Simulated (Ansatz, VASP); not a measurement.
## Two plane-wave programs on CuO

The input INCAR:

```
SYSTEM = CuO
  ALGO = Normal
  EDIFF = 1E-7
  ENCUT = 520
  GGA = PS
  ISIF = 2
  ISMEAR = -1
  LASPH = .TRUE.
  LCHARG = .FALSE.
  LDAU = .TRUE.
  LDAUJ = 0 0
  LDAUL = 2 -1
  LDAUPRINT = 1
  LDAUTYPE = 2
  LDAUU = 4 0
  LMAXMIX = 4
  LREAL = .FALSE.
  LWAVE = .FALSE.
  NBANDS = 25
  NELM = 150
  PREC = Accurate
  SIGMA = 0.05
```

File KPOINTS:

```
k-points
0
G
  10 10 5
  0 0 0
```

Contents of POSCAR:

```
CuO
1.0
    2.3418500000     -1.7113000000      0.0000000000
    2.3418500000      1.7113000000      0.0000000000
   -0.8500274268      0.0000000000      5.0578693947
Cu O
2 2
Direct
    0.5000000000      0.0000000000      0.5000000000
    0.0000000000      0.5000000000      0.0000000000
    0.4184000000      0.5816000000      0.7500000000
    0.5816000000      0.4184000000      0.2500000000
```

Contents of input.yaml:

```yaml
crystal:
  lattice:
    - [2.34185, -1.7113, 0.0]
    - [2.34185, 1.7113, 0.0]
    - [-0.8500274268, 0.0, 5.0578693947]
  atoms:
    - { symbol: Cu, position: [0.5, 0.0, 0.5] }
    - { symbol: Cu, position: [0.0, 0.5, 0.0] }
    - { symbol: O, position: [0.4184, 0.5816, 0.75] }
    - { symbol: O, position: [0.5816, 0.4184, 0.25] }
hamiltonian:
  xc: pbesol
  pseudopotentials: { kind: paw }
  hubbard: { sites: [{ species: Cu, l: d, u_eff: 4.0 }] }
kpoints:
  mp_grid: { grid: [10, 10, 5] }
  band_path:
    path:
      - [[0.0, 0.0, 0.0], [-0.5, -0.5, 0.0], [-0.5247847702, -0.5247847702, 0.3275098836], [-0.5, -0.5, 0.5], [-0.6335075857, -0.3664924143, 0.5]]
      - [[-0.3664924143, 0.3664924143, 0.5], [0.0, 0.0, 0.5], [-0.4752152298, -0.4752152298, 0.6724901164]]
      - [[-0.5, -0.5, 0.0], [-0.612731633, -0.387268367, 0.0]]
      - [[-0.387268367, 0.387268367, 0.0], [0.0, 0.0, 0.0], [-0.5, 0.0, 0.0]]
      - [[-0.5, 0.0, 0.5], [0.0, 0.0, 0.0]]
    npoints: 14
scf:
  occupations: { method: fermi_dirac, width: 0.05 }
  n_extra_bands: 10
output:
  forces: true
  stress: true
  eigenvalues: true
  fatbands: true
```

Alike in both runs: functional PBEsol; k mesh 10 × 10 × 5; occupations fermi-dirac, width 0.05 eV; no spin polarisation; Hubbard terms Cu d U = 4.0 eV.

|  | VASP | Ansatz |
| --- | --- | --- |
| version | VASP 6.6.1 | Ansatz 0.2.0 |
| potentials or method | VASP PAW PBE potentials, release 64 (Cu, O) | Ansatz PAW |
| plane-wave cutoff (eV) | 520 | 420 |
| valence electrons in the cell | 34 | 50 |
| task | single point | band structure |

Ansatz gave:

- gap on the k mesh at the Fermi level (eV): none
- pressure (GPa): -0.8
- traceless stress, the component that is largest in VASP (GPa): 1.61
- rms of the force components (eV/Å): 0.107

**Question.** Estimate VASP's values.

**Answer.** gap on the k mesh at the Fermi level (eV): none; pressure (GPa): -5.2; traceless stress, the component that is largest in VASP (GPa): 2.31; rms of the force components (eV/Å): 0.119.

VASP's potentials were made for PBE, not for PBEsol. The programs project onto different local orbitals, so the same U acts differently, and such runs can settle in different states. Atom by atom the forces differ by 0.012 eV/Å (rms over components). A gap of «none» marks a metal or a gap that the smearing closes. VASP's potentials hold 34 valence electrons a cell and Ansatz's 50, so a difference there can come from the potentials and not from the codes.
